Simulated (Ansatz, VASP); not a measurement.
## Bi in VASP and in Ansatz

Contents of INCAR:

```
SYSTEM = Bi
PREC = Accurate
ENCUT = 600
EDIFF = 1E-7
ISMEAR = -1
SIGMA = 0.1
LREAL = .False.
LASPH = .True.
NELM = 60
ALGO = Normal
ISIF = 3
LWAVE = .False.
LCHARG = .False.
GGA = PE
IBRION = 2
NSW = 60
EDIFFG = -0.005
```

The input KPOINTS:

```
regular mesh
0
Gamma
  15 15 15
  0 0 0
```

The input POSCAR:

```
Bi
1.0
    0.0000000000      2.5198420998      2.5198420998
    2.5198420998      0.0000000000      2.5198420998
    2.5198420998      2.5198420998      0.0000000000
Bi
1
Direct
    0.0000000000      0.0000000000      0.0000000000
```

Input for Ansatz:

```yaml
crystal:
  lattice:
    - [0.0, 2.5198420998, 2.5198420998]
    - [2.5198420998, 0.0, 2.5198420998]
    - [2.5198420998, 2.5198420998, 0.0]
  atoms:
    - { symbol: Bi, position: [0.0, 0.0, 0.0] }
kpoints:
  mp_grid: { grid: [15, 15, 15] }
scf:
  occupations: { method: fermi_dirac, width: 0.1 }
hamiltonian:
  xc: pbe
  pseudopotentials: { kind: paw }
output:
  forces: true
  stress: true
relax:
  f_tol: 0.005
  max_steps: 40
  cell: {}
```

Alike in both runs: task relaxation of cell and atoms; functional PBE; k mesh 15 × 15 × 15; occupations fermi-dirac, width 0.1 eV; no spin polarisation.

```csv
,VASP,Ansatz
version,VASP 6.6.1,Ansatz 0.2.0
potentials or method,"VASP PAW PBE potentials, release 64 (Bi_d)","PAW with Ansatz's default frozen-core files, scalar-relativistic"
plane-wave cutoff (eV),600,420
valence electrons in the cell,15,15
```

```csv
,VASP,Ansatz,Ansatz less VASP
relaxed volume (Å³/atom),31.73,31.74,+0.008
relaxed cell length with the largest relative difference (Å),3.554,3.554,+0.0003
```

Spin-orbit coupling is off throughout.
